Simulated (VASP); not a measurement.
The system is BaTiO3.

```
Ba Ti O
1.0
     3.91421    0.00000    0.00000
     0.00000    3.91421    0.00000
     0.00000    0.00000    4.05553
Ba Ti O
1 1 3
Direct
  0.00000 0.00000 0.00000
  0.50000 0.50000 0.50000
  0.50000 0.50000 0.00000
  0.50000 0.00000 0.50000
  0.00000 0.50000 0.50000
```

This cell differs from its parent crystal: epitaxial xy strain -2.0%.

Base run:

* Program: VASP 6.6.1
* Functional: r2SCAN
* Potentials or basis: VASP PAW PBE potentials, release 64 (Ba_sv, Ti_sv, O)
* Cutoff: 520 eV
* k mesh: 6 × 6 × 6
* Occupations: gaussian, width 0.01 eV
* Spin: no spin polarisation

Its results: band gap on the k mesh 2.13 eV (least direct gap 2.29 eV); pressure 7.3 GPa.

**Question.** The run is repeated on the same cell with these changes: functional from r2SCAN to PBE; occupations from gaussian, width 0.01 eV to fermi-dirac, width 0.02 eV. What comes out?

**Answer.** Band gap on the k mesh 1.73 eV (least direct gap 1.88 eV); pressure 10.3 GPa.

Caveats: spin-orbit coupling is left out, which moves the levels of the heavy elements; the stress differs along the axes, from 2 to 10 GPa (at least some runs); the PAW data sets were made with another functional, which shifts forces and pressure a little (at least some runs); the stress differs along the axes, from 5 to 13 GPa (at least some runs).

A k mesh can miss the band edges.
